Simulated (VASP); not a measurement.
Wanted: the native input for a VASP 6.6.1 run.

- Task: single point
- Functional: LDA
- Potentials or basis: VASP PAW LDA potentials, release 64 (Ca_sv, S)
- Cutoff: 500 eV
- k mesh: 12 × 12 × 12
- Occupations: fermi-dirac, width 0.08 eV
- Spin: no spin polarisation
- Dipole correction: no
- Further INCAR settings: ALGO = Normal; EDIFF = 1e-06; NBANDS = 15

The structure of CaS (Oldhamite) lies in POSCAR:

```
CaS
1.0
    0.0000000000      2.7822163075      2.7822163075
    2.7822163075      0.0000000000      2.7822163075
    2.7822163075      2.7822163075      0.0000000000
Ca S
1 1
Direct
    0.0000000000      0.0000000000      0.0000000000
    0.5000000000      0.5000000000      0.5000000000
```

These files were run (other wordings do the same):

INCAR

```
ALGO = Normal ; EDIFF = 1E-6
ENCUT = 500 ; GGA = CA
GGA_COMPAT = F ; ISIF = 2
ISMEAR = -1 ; LASPH = T
LCHARG = T ; LELF = T
LREAL = F ; LVHAR = T
LWAVE = F ; NBANDS = 15
NELM = 120 ; PREC = Accurate
SIGMA = 0.08
```

KPOINTS

```
k-points
0
Gamma
  12 12 12
```

Potentials or basis: VASP PAW LDA potentials, release 64 (Ca_sv, S).

Command:

```bash
$ cat potpaw_LDA.64/Ca_sv/POTCAR potpaw_LDA.64/S/POTCAR > POTCAR
$ mpirun -np 1 vasp_std > vasp.out
```

It gave:

```yaml
Pressure: 0.2 GPa
Band_gap_on_the_k_mesh: 1.96 eV, indirect (least direct gap 2.83 eV)
```

It took 19 s on 1 thread of Intel(R) Xeon(R) 6975P-C (Granite Rapids) (shared host), peak memory 0.17 GiB.
